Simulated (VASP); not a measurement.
# CO2 (Pna2_1) in VASP: single point with PBEsol

Aim: the single point of CO2 with PBEsol.

Everything below comes from runs of VASP 6.6.1. Logs are shortened: lines on timing, memory, paths and dates and some standing lists are left out, and cuts for length are marked.

## 1. The cell of the first run

It takes space group Pna2_1 (No. 33, orthorhombic). The conventional cell has a = 10.995 Å, b = 3.767 Å, c = 5.583 Å, α = 90.00°, β = 90.00°, γ = 90.00°. Within 1.6 Å of C (site symmetry 1) lie 2 O at 1.17 to 1.18 Å. O (site symmetry 1) has 1 C at 1.17 Å within 1.6 Å. Within 1.6 Å of O (site symmetry 1) lie 1 C at 1.18 Å.

## 2. Single point, PBEsol

INCAR reads:

```
PREC = Accurate ; ENCUT = 520
EDIFF = 1E-6 ; ISMEAR = 0
SIGMA = 0.1 ; LREAL = F
LASPH = T ; NELM = 100
ALGO = Normal ; ISIF = 2
LWAVE = F ; LCHARG = F
GGA = PS ; NBANDS = 44
```

KPOINTS reads:

```
regular mesh
0
Gamma
  2 6 4
```

POSCAR reads:

```
CO2
1.0
   10.9946670000      0.0000000000      0.0000000000
    0.0000000000      3.7668170000      0.0000000000
    0.0000000000      0.0000000000      5.5832640000
C O
4 8
Direct
    0.6637600000      0.2372820000      0.1022770000
    0.3362400000      0.7627180000      0.6022770000
    0.8362400000      0.7372820000      0.6022770000
    0.1637600000      0.2627180000      0.1022770000
    0.5654210000      0.3277110000      0.0486220000
    0.4345790000      0.6722890000      0.5486220000
    0.9345790000      0.8277110000      0.5486220000
    0.0654210000      0.1722890000      0.0486220000
    0.7625500000      0.1467420000      0.1571000000
    0.2374500000      0.8532580000      0.6571000000
    0.7374500000      0.6467420000      0.6571000000
    0.2625500000      0.3532580000      0.1571000000
```

Potentials or basis: VASP PAW PBE potentials, release 64 (C, O).

Command:

```bash
$ cat potpaw_PBE.64/C/POTCAR potpaw_PBE.64/O/POTCAR > POTCAR
$ mpirun -np 1 vasp_std > vasp.out
```

OUTCAR:

```text
PREC = Accurate
   ENCUT = 520
   EDIFF = 1E-6
   ISMEAR = 0
   LREAL = F
   LASPH = T
   NELM = 100
   ISIF = 2
   GGA = PS

 ion  position               nearest neighbor table
   1  0.664  0.237  0.102-   5 1.17   9 1.18
   2  0.336  0.763  0.602-   6 1.17  10 1.18
   3  0.836  0.737  0.602-   7 1.17  11 1.18
   4  0.164  0.263  0.102-   8 1.17  12 1.18
   5  0.565  0.328  0.049-   1 1.17
   6  0.435  0.672  0.549-   2 1.17
   7  0.935  0.828  0.549-   3 1.17
   8  0.065  0.172  0.049-   4 1.17
   9  0.763  0.147  0.157-   1 1.18
  10  0.237  0.853  0.657-   2 1.18
  11  0.737  0.647  0.657-   3 1.18
  12  0.263  0.353  0.157-   4 1.18

  LATTYP: Found a simple orthorhombic cell.
 ALAT       =     3.7668170000
 B/A-ratio  =     1.4822233201
 C/A-ratio  =     2.9188216470

  Lattice vectors:

 A1 = (   0.0000000000,   3.7668170000,   0.0000000000)
 A2 = (   0.0000000000,   0.0000000000,   5.5832640000)
 A3 = (  10.9946670000,   0.0000000000,   0.0000000000)

Analysis of symmetry for initial positions (statically):
=====================================================================
 Subroutine PRICEL returns:
 Original cell was already a primitive cell.

 Routine SETGRP: Setting up the symmetry group for a
 simple orthorhombic supercell.

 Subroutine GETGRP returns: Found  4 space group operations
 (whereof  1 operations were pure point group operations)
 out of a pool of  8 trial point group operations.

The static configuration has the point symmetry C_1 .
 The point group associated with its full space group is C_2v.

Analysis of symmetry for dynamics (positions and initial velocities):
=====================================================================
 Subroutine PRICEL returns:
 Original cell was already a primitive cell.

 Routine SETGRP: Setting up the symmetry group for a
 simple orthorhombic supercell.

 Subroutine GETGRP returns: Found  4 space group operations
 (whereof  1 operations were pure point group operations)
 out of a pool of  8 trial point group operations.

The dynamic configuration has the point symmetry C_1 .
 The point group associated with its full space group is C_2v.

 Subroutine INISYM returns: Found  4 space group operations
 (whereof  1 operations are pure point group operations),
 and found     1 'primitive' translations

----------------------------------------------------------------------------------------

                                     Primitive cell

  volume of cell :     231.2303

  direct lattice vectors                    reciprocal lattice vectors
    10.994667000  0.000000000  0.000000000     0.090953187  0.000000000  0.000000000
     0.000000000  3.766817000  0.000000000     0.000000000  0.265476130  0.000000000
     0.000000000  0.000000000  5.583264000     0.000000000  0.000000000  0.179106702

  length of vectors
    10.994667000  3.766817000  5.583264000     0.090953187  0.265476130  0.179106702

  position of ions in fractional coordinates (direct lattice)
     0.663760000  0.237282000  0.102277000
     0.336240000  0.762718000  0.602277000
     0.836240000  0.737282000  0.602277000
     0.163760000  0.262718000  0.102277000
     0.565421000  0.327711000  0.048622000
     0.434579000  0.672289000  0.548622000
     0.934579000  0.827711000  0.548622000
     0.065421000  0.172289000  0.048622000
     0.762550000  0.146742000  0.157100000
     0.237450000  0.853258000  0.657100000
     0.737450000  0.646742000  0.657100000
     0.262550000  0.353258000  0.157100000

  ion indices of the primitive-cell ions
   primitive index   ion index
                 1           1
                 2           2
                 3           3
                 4           4
                 5           5
                 6           6
                 7           7
                 8           8
                 9           9
                10          10
                11          11
                12          12

----------------------------------------------------------------------------------------

 KPOINTS: regular mesh

Automatic generation of k-mesh.
 Grid dimensions read from file:
 generate k-points for:    2    6    4

 Generating k-lattice:

  Cartesian coordinates                     Fractional coordinates (reciprocal lattice)
     0.045476593  0.000000000  0.000000000     0.500000000  0.000000000  0.000000000
     0.000000000  0.044246022  0.000000000     0.000000000  0.166666667  0.000000000
     0.000000000  0.000000000  0.044776675     0.000000000  0.000000000  0.250000000

  Length of vectors
     0.045476593  0.044246022  0.044776675

  Shift w.r.t. Gamma in fractional coordinates (k-lattice)
     0.000000000  0.000000000  0.000000000

 Subroutine IBZKPT returns following result:
 ===========================================

 Found     24 irreducible k-points:

 Following reciprocal coordinates:
            Coordinates               Weight
  0.000000  0.000000  0.000000      1.000000
  0.500000  0.000000  0.000000      1.000000
  0.000000  0.166667  0.000000      2.000000
  0.500000  0.166667  0.000000      2.000000
  0.000000  0.333333  0.000000      2.000000
  0.500000  0.333333  0.000000      2.000000
[... 16 lines left out ...]
  0.000000  0.500000  0.500000      1.000000
  0.500000  0.500000  0.500000      1.000000
   k-points           NKPTS =     24   k-points in BZ     NKDIM =     24   number of bands    NBANDS=     44
   number of dos      NEDOS =    301   number of ions     NIONS =     12
   total plane-waves  NPLWV =  98784
   dimension x,y,z NGX =    84 NGY =   28 NGZ =   42
   dimension x,y,z NGXF=   168 NGYF=   56 NGZF=   84
   ions per type =               4   8
   NGX,Y,Z   is equivalent  to a cutoff of  12.70, 12.36, 12.51 a.u.
   NGXF,Y,Z  is equivalent  to a cutoff of  25.40, 24.72, 25.01 a.u.
 SYSTEM =  unknown system
   PREC   = accura    normal or accurate (medium, high low for compatibility)
   ISTART =      0    job   : 0-new  1-cont  2-samecut
   ICHARG =      2    charge: 1-file 2-atom 10-const
   ISPIN  =      1    spin polarized calculation?
   LNONCOLLINEAR =      F non collinear calculations
   LSORBIT =      F    spin-orbit coupling
   LASPH  =      T    aspherical Exc in radial PAW
   ENCUT  =  520.0 eV  38.22 Ry    6.18 a.u.  20.44  7.00 10.38*2*pi/ulx,y,z
   NELM   =    100;   NELMIN=  2; NELMDL= -5     # of ELM steps
   EDIFF  = 0.1E-05   stopping-criterion for ELM
   LREAL  =      F    real-space projection
   EDIFFG = 0.1E-04   stopping-criterion for IOM
   NSW    =      0    number of steps for IOM
   IBRION =     -1    ionic relax: 0-MD 1-quasi-New 2-CG
   NFREE  =      0    steps in history (QN), initial steepest desc. (CG)
   ISIF   =      2    stress and relaxation
   ISYM   =      2    0-nonsym 1-usesym 2-fastsym
   POTIM  = 0.5000    time-step for ionic-motion
   TEBEG  =    0.0;   TEEND  =   0.0 temperature during run
   PSTRESS=    0.0 pullay stress
   NELECT =      64.0000    total number of electrons
   NUPDOWN=      -1.0000    fix difference up-down
   EMIN   =  10.00;   EMAX   =-10.00  energy-range for DOS
   EFERMI =   0.00;   METHOD = LEGACY
   ISMEAR =     0;   SIGMA  =   0.10  broadening in eV -4-tet -1-fermi 0-gaus
   EFERMI_NEDOS =   21; number of points for ismear=-14 and -15
   IALGO  =     38    algorithm
   IMIX   =      4    mixing-type and parameters
     AMIX     =   0.40;   BMIX     =  1.00
     AMIX_MAG =   1.60;   BMIX_MAG =  1.00
  volume/ion in A,a.u.               =      19.27       130.03
  Fermi-wavevector in a.u.,A,eV,Ry     =   1.066891  2.016131 15.486908  1.138256
  Thomas-Fermi vector in A             =   2.202489
   LORBIT       =      0    0 simple, 1 ext, 2 COOP (PROOUT), +10 PAW based schemes
   GGA     = PS    functional components
   LHFCALC =     F    Hartree Fock is set to
   AEXX    =    0.0000 exact exchange contribution
   IVDW    =     0    specifies the selected vdW correction
   LEPSILON=     F    determine dielectric tensor
   LRPA    =     F    only Hartree local field effects (RPA)
 non-spin polarized calculation
 Gauss-broadening in eV      SIGMA  =   0.10
  energy-cutoff  :      520.00
  volume of cell :      231.23
 maximum number of plane-waves:      6256
 NGX is ok and might be reduce to    84
   NGX = 41   NGY = 15   NGZ = 21

 number of electron      63.9999999 magnetization

 Free energy of the ion-electron system (eV)
  ---------------------------------------------------
  ext. energy  EPLUGINS =         0.00000000
  ---------------------------------------------------
  free energy    TOTEN  =       -95.09217522 eV

  energy without entropy =      -95.09217522  energy(sigma->0) =      -95.09217522

 E-fermi :  -4.5525     XC(G=0):  -6.6823

 val. band max:       -4.9923255035   @ k =   0.0000   0.0000   0.0000
 cond. band min:       1.4938985280   @ k =   0.0000   0.0000   0.0000
 fundamental gap:      6.4862240315
 Fermi energy:        -4.5524564448

 k-point     1 :       0.0000    0.0000    0.0000
  band No.  band energies     occupation
      1     -25.2728      2.00000
      2     -25.2550      2.00000
      3     -25.1639      2.00000
      4     -25.1561      2.00000
      5     -24.2059      2.00000
      6     -24.2037      2.00000
[... 36 lines left out ...]
     43       3.9861      0.00000
     44       4.9934      0.00000

 k-point     2 :       0.5000    0.0000    0.0000
  band No.  band energies     occupation
      1     -25.2644      2.00000
      2     -25.2644      2.00000
      3     -25.1596      2.00000
      4     -25.1596      2.00000
      5     -24.2057      2.00000
      6     -24.2057      2.00000
[... 1026 lines left out ...]
 k-point    24 :       0.5000    0.5000    0.5000
  band No.  band energies     occupation
      1     -25.1919      2.00000
      2     -25.1919      2.00000
      3     -25.1661      2.00000
      4     -25.1661      2.00000
      5     -24.2069      2.00000
      6     -24.2069      2.00000
[... 36 lines left out ...]
     43       5.0694      0.00000
     44       5.0694      0.00000

------------------------ aborting loop because EDIFF is reached ----------------------------------------

  FORCE on cell =-STRESS in cart. coord.  units (eV):
  Direction    XX          YY          ZZ          XY          YZ          ZX
  --------------------------------------------------------------------------------------
  -------------------------------------------------------------------------------------
  Total       -1.1026613     -0.2588410     -0.3676396      0.0000000      0.0000000      0.0000000
  in kB       -7.6402565     -1.7934894     -2.5473470      0.0000000      0.0000000      0.0000000
  external PRESSURE =      -3.9936976 kB  Pullay stress =       0.0000000 kB

 VOLUME and BASIS-vectors are now :
 -----------------------------------------------------------------------------
  energy-cutoff  :      520.00
  volume of cell :      231.23
      direct lattice vectors                 reciprocal lattice vectors
    10.994667000  0.000000000  0.000000000     0.090953187  0.000000000  0.000000000
     0.000000000  3.766817000  0.000000000     0.000000000  0.265476130  0.000000000
     0.000000000  0.000000000  5.583264000     0.000000000  0.000000000  0.179106702

 POSITION                                       TOTAL-FORCE (eV/Angst)
 -----------------------------------------------------------------------------------
      7.29782      0.89380      0.57104        -0.026999     -0.007431      0.010378
      3.69685      2.87302      3.36267         0.026999      0.007431      0.010378
      9.19418      2.77721      3.36267         0.026999     -0.007431      0.010378
      1.80049      0.98961      0.57104        -0.026999      0.007431      0.010378
      6.21662      1.23443      0.27147         0.102855     -0.024220      0.041017
      4.77805      2.53239      3.06310        -0.102855      0.024220      0.041017
     10.27538      3.11784      3.06310        -0.102855     -0.024220      0.041017
      0.71928      0.64898      0.27147         0.102855      0.024220      0.041017
      8.38398      0.55275      0.87713        -0.176617      0.021158     -0.051396
      2.61068      3.21407      3.66876         0.176617     -0.021158     -0.051396
      8.10802      2.43616      3.66876         0.176617      0.021158     -0.051396
      2.88665      1.33066      0.87713        -0.176617     -0.021158     -0.051396
 -----------------------------------------------------------------------------------
    total drift:                                0.000000      0.000000      0.002406

  FREE ENERGIE OF THE ION-ELECTRON SYSTEM (eV)
  ---------------------------------------------------
  free  energy   TOTEN  =       -95.0921752171 eV

  energy  without entropy=      -95.0921752171  energy(sigma->0) =      -95.09217522
```

Run time: 3.3 min. Hardware: 1 thread of AMD EPYC 7R13 (Zen 3), shared host; peak memory 0.37 GiB.

What came out:

```
Free energy            : -95.0922 eV
Pressure               : -0.4 GPa
Largest force          : 0.185 eV/Å
Band gap on the k mesh : 6.49 eV
```

Forces in eV/Å, atoms in the order of the input:
```
C   -0.027 -0.007  0.010
C    0.027  0.007  0.010
C    0.027 -0.007  0.010
C   -0.027  0.007  0.010
O    0.103 -0.024  0.041
O   -0.103  0.024  0.041
O   -0.103 -0.024  0.041
O    0.103  0.024  0.041
O   -0.177  0.021 -0.051
O    0.177 -0.021 -0.051
O    0.177  0.021 -0.051
O   -0.177 -0.021 -0.051
```

Caveat: this functional lacks dispersion, which holds the molecules together, so the pressure and a relaxed volume are unreliable; the PAW data sets were made with another functional, which shifts forces and pressure a little.
